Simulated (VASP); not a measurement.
Wanted: the native input for a VASP 6.6.1 run.

| Quantity | Value |
| --- | --- |
| Task | single point |
| Functional | PBE |
| Dispersion | D3(BJ) |
| Potentials or basis | VASP PAW PBE potentials, release 64 (Se, Sn_d) |
| Cutoff | 520 eV |
| k mesh | 9 × 9 × 1 |
| Occupations | gaussian, width 0.02 eV |
| Spin | no spin polarisation |
| Dipole correction | yes |
| Further INCAR settings | ALGO = Normal; EDIFF = 1e-06; NBANDS = 20 |

The structure of SnSe2 lies in POSCAR:

```
SnSe2
1.0
    3.9780000000      0.0000000000      0.0000000000
   -1.9890000000      3.4450490562      0.0000000000
    0.0000000000      0.0000000000     32.3737046298
Se Sn
2 1
Direct
    0.6666666667      0.3333333333      0.4544228868
    0.3333333333      0.6666666667      0.5455771132
    0.0000000000      0.0000000000      0.5000000000
```

These files were run (other wordings do the same):

INCAR

```
PREC     = Accurate       # precision mode
ENCUT    = 520            # plane-wave cutoff, eV
EDIFF    = 1E-6           # SCF threshold, eV
ISMEAR   = 0              # smearing method
SIGMA    = 0.02           # smearing width, eV
LREAL    = F              # projectors in reciprocal space
LASPH    = T              # aspherical terms in the spheres
NELM     = 60             # most SCF steps
ALGO     = Normal         # electronic algorithm
ISIF     = 2              # what is computed and relaxed
LWAVE    = F              # write WAVECAR
LCHARG   = F              # write CHGCAR
LDIPOL   = T            
IDIPOL   = 3            
DIPOL    = 0.5 0.5 0.500
GGA      = PE             # functional
IVDW     = 12             # dispersion correction
NBANDS   = 20             # bands
```

KPOINTS

```
Automatic mesh
0
Gamma
  9 9 1
```

Potentials or basis: VASP PAW PBE potentials, release 64 (Se, Sn_d).

Run with:

```console
$ cat potpaw_PBE.64/Se/POTCAR potpaw_PBE.64/Sn_d/POTCAR > POTCAR
$ mpirun -np 1 vasp_std > vasp.out
```

Results of the run:

```yaml
Largest_force: 0.638 eV/Å
Band_gap_on_the_k_mesh: 1.11 eV, indirect (least direct gap 1.29 eV)
Dispersion_energy_per_atom: -0.238 eV
```

Caveat: spin-orbit coupling is left out, which moves the levels of the heavy elements.

Wall time 96 s on 1 thread of Intel(R) Xeon(R) Platinum 8488C (Sapphire Rapids) (shared host), peak memory 0.55 GiB.
